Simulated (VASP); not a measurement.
## CoSi2: single point with PBE

Crystal: CoSi2.

```
Co Si
1.0
     0.00000    2.67800    2.67800
     2.67800    0.00000    2.67800
     2.67800    2.67800    0.00000
Co Si
1 2
Direct
  0.00000 0.00000 0.00000
  0.75000 0.75000 0.75000
  0.25000 0.25000 0.25000
```

```yaml
Program: VASP 6.6.1
Task: single point
Functional: PBE
Potentials_or_basis: VASP PAW PBE potentials, release 64 (Co, Si)
Cutoff: 520 eV
k_mesh: 7 × 7 × 7
Occupations: fermi-dirac, width 0.05 eV
Spin: collinear spin, zero start
Starting_moments: "[0.0, 0.0, 0.0] μB"
Fixed_moment: 0 μB
Dipole_correction: no
Further_INCAR_settings: ALGO = Normal; EDIFF = 1e-06; NBANDS = 20
```

The pressure is 0.2 GPa and the net moment is 0.00 μB per cell. The valence electrons inside the program's atomic spheres are Co 8.85; Si 1.59.

Wall time 17 s on 1 thread of Intel(R) Xeon(R) 6975P-C (Granite Rapids) (shared host), peak memory 0.18 GiB.

Caveat: the total moment is fixed, so each spin has its own Fermi level.
